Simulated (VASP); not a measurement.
# Cu (Fm-3m) in VASP: settings compared

Aim: see how the results for Cu move with the level of theory and the settings. Levels: r2SCAN, PBE. Tasks: single point.

Everything below comes from runs of VASP 6.6.1. Logs are shortened: lines on timing, memory, paths and dates and some standing lists are left out, and cuts for length are marked.

### 1 The cell of the first run

The structure is cubic, space group Fm-3m (No. 225). Conventional cell: a = 3.615 Å, b = 3.615 Å, c = 3.615 Å, α = 90.00°, β = 90.00°, γ = 90.00°. Cu (site symmetry m-3m) has 12 Cu at 2.56 Å within 3.4 Å.

### 2 Single point, r2SCAN

File POSCAR:

```
Cu
1.0
    0.0000000000      1.8075000000      1.8075000000
    1.8075000000      0.0000000000      1.8075000000
    1.8075000000      1.8075000000      0.0000000000
Cu
1
Direct
    0.0000000000      0.0000000000      0.0000000000
```

File INCAR.step1:

```
SYSTEM = Cu
PREC = Accurate ; ENCUT = 660
ISMEAR = 1 ; SIGMA = 0.01
LREAL = .False. ; LASPH = .True.
NELM = 120 ; NBANDS = 12
GGA = PE ; ALGO = Normal
EDIFF = 1E-5 ; LWAVE = .True.
LCHARG = .False. ; GGA_COMPAT = .False.
```

File INCAR.step2:

```
SYSTEM = Cu
PREC = Accurate ; ENCUT = 660
EDIFF = 1E-6 ; ISMEAR = 1
SIGMA = 0.01 ; LREAL = .False.
LASPH = .True. ; NELM = 120
ALGO = Normal ; ISIF = 2
LWAVE = .False. ; LCHARG = .False.
METAGGA = R2SCAN ; LMIXTAU = .True.
NBANDS = 12 ; ISTART = 1
GGA_COMPAT = .False.
```

File KPOINTS:

```
regular mesh
0
Gamma
  11 11 11
  0 0 0
```

Potentials or basis: VASP PAW PBE potentials, release 64 (Cu).

The run is started by

```bash
$ cat potpaw_PBE.64/Cu/POTCAR > POTCAR
$ cp INCAR.step1 INCAR
$ mpirun -np 1 vasp_std > vasp.out
$ cp INCAR.step2 INCAR
$ mpirun -np 1 vasp_std > vasp.out
```

OUTCAR:

```text
SYSTEM = Cu
   PREC = Accurate
   ENCUT = 660
   EDIFF = 1E-6
   ISMEAR = 1
   LREAL = .False.
   LASPH = .True.
   NELM = 120
   ISIF = 2
   METAGGA = R2SCAN
   ISTART = 1

 ion  position               nearest neighbor table
   1  0.000  0.000  0.000-

  LATTYP: Found a face centered cubic cell.
 ALAT       =     3.6150000000

  Lattice vectors:

 A1 = (   0.0000000000,   1.8075000000,   1.8075000000)
 A2 = (   1.8075000000,   0.0000000000,   1.8075000000)
 A3 = (   1.8075000000,   1.8075000000,   0.0000000000)

Analysis of symmetry for initial positions (statically):
=====================================================================
 Subroutine PRICEL returns:
 Original cell was already a primitive cell.

 Routine SETGRP: Setting up the symmetry group for a
 face centered cubic supercell.

 Subroutine GETGRP returns: Found 48 space group operations
 (whereof 48 operations were pure point group operations)
 out of a pool of 48 trial point group operations.

The static configuration has the point symmetry O_h .

Analysis of symmetry for dynamics (positions and initial velocities):
=====================================================================
 Subroutine PRICEL returns:
 Original cell was already a primitive cell.

 Routine SETGRP: Setting up the symmetry group for a
 face centered cubic supercell.

 Subroutine GETGRP returns: Found 48 space group operations
 (whereof 48 operations were pure point group operations)
 out of a pool of 48 trial point group operations.

The dynamic configuration has the point symmetry O_h .

 Subroutine INISYM returns: Found 48 space group operations
 (whereof 48 operations are pure point group operations),
 and found     1 'primitive' translations

----------------------------------------------------------------------------------------

                                     Primitive cell

  volume of cell :      11.8104

  direct lattice vectors                    reciprocal lattice vectors
     0.000000000  1.807500000  1.807500000    -0.276625173  0.276625173  0.276625173
     1.807500000  0.000000000  1.807500000     0.276625173 -0.276625173  0.276625173
     1.807500000  1.807500000  0.000000000     0.276625173  0.276625173 -0.276625173

  length of vectors
     2.556191014  2.556191014  2.556191014     0.479128854  0.479128854  0.479128854

  position of ions in fractional coordinates (direct lattice)
     0.000000000  0.000000000  0.000000000

  ion indices of the primitive-cell ions
   primitive index   ion index
                 1           1

----------------------------------------------------------------------------------------

 KPOINTS: regular mesh

Automatic generation of k-mesh.
 Grid dimensions read from file:
 generate k-points for:   11   11   11

 Generating k-lattice:

  Cartesian coordinates                     Fractional coordinates (reciprocal lattice)
    -0.025147743  0.025147743  0.025147743     0.090909091  0.000000000  0.000000000
     0.025147743 -0.025147743  0.025147743     0.000000000  0.090909091  0.000000000
     0.025147743  0.025147743 -0.025147743     0.000000000  0.000000000  0.090909091

  Length of vectors
     0.043557169  0.043557169  0.043557169

  Shift w.r.t. Gamma in fractional coordinates (k-lattice)
     0.000000000  0.000000000  0.000000000

 Subroutine IBZKPT returns following result:
 ===========================================

 Found     56 irreducible k-points:

 Following reciprocal coordinates:
            Coordinates               Weight
  0.000000  0.000000  0.000000      1.000000
  0.090909  0.000000  0.000000      8.000000
  0.181818  0.000000  0.000000      8.000000
  0.272727  0.000000  0.000000      8.000000
  0.363636  0.000000  0.000000      8.000000
  0.454545  0.000000  0.000000      8.000000
[... 16 lines left out ...]
 -0.272727  0.181818  0.000000     24.000000
 -0.181818  0.181818  0.000000     12.000000
 [... further k-points ...]
   k-points           NKPTS =     56   k-points in BZ     NKDIM =     56   number of bands    NBANDS=     12
   number of dos      NEDOS =    301   number of ions     NIONS =      1
   total plane-waves  NPLWV =  13824
   dimension x,y,z NGX =    24 NGY =   24 NGZ =   24
   dimension x,y,z NGXF=    48 NGYF=   48 NGZF=   48
   ions per type =               1
   NGX,Y,Z   is equivalent  to a cutoff of  15.61, 15.61, 15.61 a.u.
   NGXF,Y,Z  is equivalent  to a cutoff of  31.22, 31.22, 31.22 a.u.
 SYSTEM =  Cu
   PREC   = accura    normal or accurate (medium, high low for compatibility)
   ISTART =      1    job   : 0-new  1-cont  2-samecut
   ICHARG =      0    charge: 1-file 2-atom 10-const
   ISPIN  =      1    spin polarized calculation?
   LNONCOLLINEAR =      F non collinear calculations
   LSORBIT =      F    spin-orbit coupling
   LASPH  =      T    aspherical Exc in radial PAW
   ENCUT  =  660.0 eV  48.51 Ry    6.96 a.u.   5.35  5.35  5.35*2*pi/ulx,y,z
   NELM   =    120;   NELMIN=  2; NELMDL=  0     # of ELM steps
   EDIFF  = 0.1E-05   stopping-criterion for ELM
   LREAL  =      F    real-space projection
   EDIFFG = 0.1E-04   stopping-criterion for IOM
   NSW    =      0    number of steps for IOM
   IBRION =     -1    ionic relax: 0-MD 1-quasi-New 2-CG
   NFREE  =      0    steps in history (QN), initial steepest desc. (CG)
   ISIF   =      2    stress and relaxation
   ISYM   =      2    0-nonsym 1-usesym 2-fastsym
   POTIM  = 0.5000    time-step for ionic-motion
   TEBEG  =    0.0;   TEEND  =   0.0 temperature during run
   PSTRESS=    0.0 pullay stress
   NELECT =      11.0000    total number of electrons
   NUPDOWN=      -1.0000    fix difference up-down
   EMIN   =  10.00;   EMAX   =-10.00  energy-range for DOS
   EFERMI =   0.00;   METHOD = LEGACY
   ISMEAR =     1;   SIGMA  =   0.01  broadening in eV -4-tet -1-fermi 0-gaus
   EFERMI_NEDOS =   21; number of points for ismear=-14 and -15
   IALGO  =     38    algorithm
   IMIX   =      4    mixing-type and parameters
     AMIX     =   0.40;   BMIX     =  1.00
     AMIX_MAG =   1.60;   BMIX_MAG =  1.00
  volume/ion in A,a.u.               =      11.81        79.70
  Fermi-wavevector in a.u.,A,eV,Ry     =   1.598763  3.021224 34.777078  2.556043
  Thomas-Fermi vector in A             =   2.696162
   LORBIT       =      0    0 simple, 1 ext, 2 COOP (PROOUT), +10 PAW based schemes
   METAGGA = R2SCAN    functional components
   LHFCALC =     F    Hartree Fock is set to
   AEXX    =    0.0000 exact exchange contribution
   IVDW    =     0    specifies the selected vdW correction
   LEPSILON=     F    determine dielectric tensor
   LRPA    =     F    only Hartree local field effects (RPA)
 non-spin polarized calculation
 Methfessel and Paxton  Order N= 1 SIGMA  =   0.01
  energy-cutoff  :      660.00
  volume of cell :       11.81
 maximum number of plane-waves:       465
 NGX is ok and might be reduce to    24
   NGX = 11   NGY = 11   NGZ = 11

 number of electron      10.9999997 magnetization

 Free energy of the ion-electron system (eV)
  ---------------------------------------------------
  ext. energy  EPLUGINS =         0.00000000
  ---------------------------------------------------
  free energy    TOTEN  =       -10.82881185 eV

  energy without entropy =      -10.82881630  energy(sigma->0) =      -10.82881334

 E-fermi :   7.6107     XC(G=0): -13.7462

 val. band max:        7.3504585903   @ k =   0.4545   0.2727   0.0000
 cond. band min:       7.6183073388   @ k =   0.4545   0.3636   0.0000
 fundamental gap:      0.2678487485
 Fermi energy:         7.6107048692

 k-point     1 :       0.0000    0.0000    0.0000
  band No.  band energies     occupation
      1      -2.2721      2.00000
      2       4.2569      2.00000
      3       4.2569      2.00000
      4       4.2569      2.00000
      5       5.0715      2.00000
      6       5.0715      2.00000
      7      30.7785      0.00000
      8      33.8130      0.00000
      9      33.8130      0.00000
     10      33.8130      0.00000
     11      36.1952      0.00000
     12      36.1952      0.00000

 k-point     2 :       0.0909    0.0000    0.0000
  band No.  band energies     occupation
      1      -1.9604      2.00000
      2       4.1928      2.00000
      3       4.3118      2.00000
      4       4.3118      2.00000
      5       5.0515      2.00000
      6       5.0515      2.00000
      7      28.7220      0.00000
      8      31.7536      0.00000
      9      32.9495      0.00000
     10      32.9495      0.00000
     11      37.4829      0.00000
     12      37.4829      0.00000

 k-point     3 :       0.1818    0.0000    0.0000
  band No.  band energies     occupation
      1      -1.0566      2.00000
      2       4.0515      2.00000
      3       4.4077      2.00000
      4       4.4077      2.00000
      5       5.0557      2.00000
      6       5.0557      2.00000
      7      23.9240      0.00000
      8      31.2176      0.00000
      9      31.8507      0.00000
     10      31.8507      0.00000
     11      38.2006      0.00000
     12      38.6030      0.00000

 k-point     4 :       0.2727    0.0000    0.0000
  band No.  band energies     occupation
      1       0.2972      2.00000
      2       4.0096      2.00000
      3       4.3924      2.00000
      4       4.3924      2.00000
      5       5.2169      2.00000
      6       5.2169      2.00000
      7      19.2462      0.00000
      8      30.5328      0.00000
      9      31.0870      0.00000
     10      31.0870      0.00000
     11      36.5137      0.00000
     12      36.5137      0.00000

 k-point     5 :       0.3636    0.0000    0.0000
  band No.  band energies     occupation
      1       1.5946      2.00000
      2       4.2940      2.00000
      3       4.2940      2.00000
      4       4.5444      2.00000
      5       5.4652      2.00000
      6       5.4652      2.00000
      7      15.0797      0.00000
      8      29.8000      0.00000
      9      30.6787      0.00000
     10      30.6787      0.00000
     11      34.6488      0.00000
     12      34.6488      0.00000
[... 228 lines left out ...]
      1       2.7227      2.00000
      2       3.7726      2.00000
      3       4.3528      2.00000
      4       4.5664      2.00000
      5       5.6376      2.00000
      6       8.8044      0.00000
      7      11.8094      0.00000
      8      22.5426      0.00000
      9      26.4759      0.00000
     10      28.5819      0.00000
     11      38.7997      0.00000
     12      39.4202      0.00000

 k-point    22 :      -0.3636    0.1818    0.0000
  band No.  band energies     occupation
      1       2.6619      2.00000
      2       3.8853      2.00000
      3       4.1940      2.00000
      4       4.5558      2.00000
      5       5.4164      2.00000
      6       7.7991     -0.00000
      7      13.4854      0.00000
      8      21.6909      0.00000
      9      28.0019      0.00000
     10      29.3335      0.00000
     11      38.0333      0.00000
     12      38.6710      0.00000

 k-point    23 :      -0.2727    0.1818    0.0000
  band No.  band energies     occupation
      1       2.0321      2.00000
      2       3.8009      2.00000
      3       4.0939      2.00000
      4       4.6208      2.00000
      5       5.0879      2.00000
      6       6.4534      2.00000
      7      17.2446      0.00000
      8      21.4521      0.00000
      9      30.1569      0.00000
     10      30.6478      0.00000
     11      37.4757      0.00000
     12      37.7885      0.00000

 k-point    24 :      -0.1818    0.1818    0.0000
  band No.  band energies     occupation
      1       0.7618      2.00000
      2       3.7775      2.00000
      3       4.3043      2.00000
      4       4.7469      2.00000
      5       4.7566      2.00000
      6       5.7345      2.00000
      7      21.2795      0.00000
      8      22.1459      0.00000
      9      32.4703      0.00000
     10      32.8112      0.00000
     11      35.7318      0.00000
     12      38.0081      0.00000

 [... further k-points ...]

------------------------ aborting loop because EDIFF is reached ----------------------------------------

  FORCE on cell =-STRESS in cart. coord.  units (eV):
  Direction    XX          YY          ZZ          XY          YZ          ZX
  --------------------------------------------------------------------------------------
  -------------------------------------------------------------------------------------
  Total       -0.3414648     -0.3414648     -0.3414648     -0.0000000     -0.0000000      0.0000000
  in kB      -46.3224645    -46.3224645    -46.3224645     -0.0000000     -0.0000000      0.0000000
  external PRESSURE =     -46.3224645 kB  Pullay stress =       0.0000000 kB

 VOLUME and BASIS-vectors are now :
 -----------------------------------------------------------------------------
  energy-cutoff  :      660.00
  volume of cell :       11.81
      direct lattice vectors                 reciprocal lattice vectors
     0.000000000  1.807500000  1.807500000    -0.276625173  0.276625173  0.276625173
     1.807500000  0.000000000  1.807500000     0.276625173 -0.276625173  0.276625173
     1.807500000  1.807500000  0.000000000     0.276625173  0.276625173 -0.276625173

 POSITION                                       TOTAL-FORCE (eV/Angst)
 -----------------------------------------------------------------------------------
      0.00000      0.00000      0.00000         0.000000      0.000000      0.000000
 -----------------------------------------------------------------------------------
    total drift:                               -0.000000      0.000000     -0.000000

  FREE ENERGIE OF THE ION-ELECTRON SYSTEM (eV)
  ---------------------------------------------------
  free  energy   TOTEN  =       -10.8288118531 eV

  energy  without entropy=      -10.8288163035  energy(sigma->0) =      -10.82881334
```

Run time: 78 s. Hardware: 1 thread of AMD EPYC 7R13, shared host; peak memory 0.12 GiB.

Results:

```
Free energy : -10.8288 eV
Pressure    : -4.6 GPa
```

Caveat: the PAW data sets were made with another functional, which shifts forces and pressure a little.

### 3 Single point, r2SCAN

POSCAR is that of step 2.

File INCAR.step1:

```
SYSTEM = Cu
ALGO = Normal
EDIFF = 1E-5
ENCUT = 660
GGA = PE
GGA_COMPAT = .False.
ISMEAR = 1
LASPH = .True.
LCHARG = .False.
LREAL = .False.
LWAVE = .True.
NBANDS = 12
NELM = 120
PREC = Accurate
SIGMA = 0.005
```

File INCAR.step2:

```
SYSTEM = Cu
ALGO = Normal
EDIFF = 1E-6
ENCUT = 660
GGA_COMPAT = .False.
ISIF = 2
ISMEAR = 1
ISTART = 1
LASPH = .True.
LCHARG = .False.
LMIXTAU = .True.
LREAL = .False.
LWAVE = .False.
METAGGA = R2SCAN
NBANDS = 12
NELM = 120
PREC = Accurate
SIGMA = 0.005
```

File KPOINTS:

```
k-points
0
Gamma
  11 11 11
  0 0 0
```

Potentials or basis: VASP PAW PBE potentials, release 64 (Cu).

The run is started by

```bash
$ cat potpaw_PBE.64/Cu/POTCAR > POTCAR
$ cp INCAR.step1 INCAR
$ mpirun -np 1 vasp_std > vasp.out
$ cp INCAR.step2 INCAR
$ mpirun -np 1 vasp_std > vasp.out
```

It took 82 s on 1 thread of AMD EPYC 7R13, shared host; peak memory 0.12 GiB.

The run converged. Its results:

```yaml
Free_energy: -10.8288 eV
Pressure: -4.6 GPa
```

Levels at points of the mesh, in eV from the Fermi level:
```
           k point  band 4  band 5  band 6  band 7  band 8  band 9
(0.00, 0.00, 0.00)   -3.36   -2.54   -2.54   23.16   26.20   26.20
```

Caveat: the PAW data sets were made with another functional, which shifts forces and pressure a little.

### 4 Single point, PBE

File INCAR:

```
SYSTEM = Cu
PREC = Accurate
ENCUT = 600
EDIFF = 1E-6
ISMEAR = -1
SIGMA = 0.06
LREAL = .False.
LASPH = .True.
NELM = 120
ALGO = Normal
ISIF = 2
LWAVE = .False.
LCHARG = .False.
GGA = PE
NBANDS = 12
GGA_COMPAT = .False.
```

File KPOINTS:

```
Automatic mesh
0
Gamma
  6 6 6
  0 0 0
```

POSCAR is that of step 3.

The run is started by

```bash
$ cat potpaw_PBE.64/Cu/POTCAR > POTCAR
$ mpirun -np 1 vasp_std > vasp.out
```

It took 2.2 s on 1 thread of Intel Xeon 6975P-C (Granite Rapids), shared host; peak memory 0.12 GiB.

It converged, with:

| Item | Value |
| --- | --- |
| Free energy | -3.6687 eV |
| Pressure | 3.5 GPa |

Levels at points of the mesh, in eV from the Fermi level:
```csv
k point,band 3,band 4,band 5,band 6,band 7,band 8,band 9,band 10
"(0.00, 0.00, 0.00)",-2.98,-2.98,-2.16,-2.16,22.64,25.29,25.29,25.29
"(0.50, 0.00, 0.00)",-3.01,-1.59,-1.59,-0.95,3.80,21.14,22.12,22.12
"(0.50, 0.50, 0.00)",-1.61,-1.45,-1.45,1.55,7.16,13.13,13.13,17.62
```

Caveat: the k points lie up to 0.50 Å⁻¹ apart.

### 5 Single point, PBE

File INCAR:

```
SYSTEM = Cu
ALGO = Normal ; EDIFF = 1E-6
ENCUT = 600 ; GGA = PE
GGA_COMPAT = .False. ; ISIF = 2
ISMEAR = 0 ; LASPH = .True.
LCHARG = .False. ; LREAL = .False.
LWAVE = .False. ; NBANDS = 12
NELM = 120 ; PREC = Accurate
SIGMA = 0.024
```

File KPOINTS:

```
k-points
0
Gamma
  13 13 13
  0 0 0
```

POSCAR is that of step 4.

The run is started by

```bash
$ cat potpaw_PBE.64/Cu/POTCAR > POTCAR
$ mpirun -np 1 vasp_std > vasp.out
```

Wall time 5.4 s (1 thread of Intel Xeon 6975P-C (Granite Rapids), shared host); peak memory 0.13 GiB.

The run converged. Its results:

| Quantity | Value |
| --- | --- |
| Free energy | -3.7270 eV |
| Pressure | 2.3 GPa |

Levels at points of the mesh, in eV from the Fermi level:
```csv
k point,band 4,band 5,band 6,band 7,band 8,band 9
"(0.00, 0.00, 0.00)",-3.24,-2.42,-2.42,22.39,25.03,25.03
```

### 6 The runs side by side

```csv
level,k mesh,cutoff (eV),smearing,gap on the mesh (eV),pressure (GPa)
r2SCAN,11 × 11 × 11,660,methfessel-paxton 0.01 eV,none,-4.6
r2SCAN,11 × 11 × 11,660,methfessel-paxton 0.005 eV,none,-4.6
PBE,6 × 6 × 6,600,fermi-dirac 0.06 eV,none,3.5
PBE,13 × 13 × 13,600,gaussian 0.024 eV,none,2.3
```

Alike in all rows: task single point; potentials or basis VASP PAW PBE potentials, release 64 (Cu); no spin polarisation; cell as given.

Caveats: some runs use coarse meshes; the PAW data sets were made with another functional, which shifts forces and pressure a little (some runs).

Absolute energies hang on the potentials; compare differences alone.
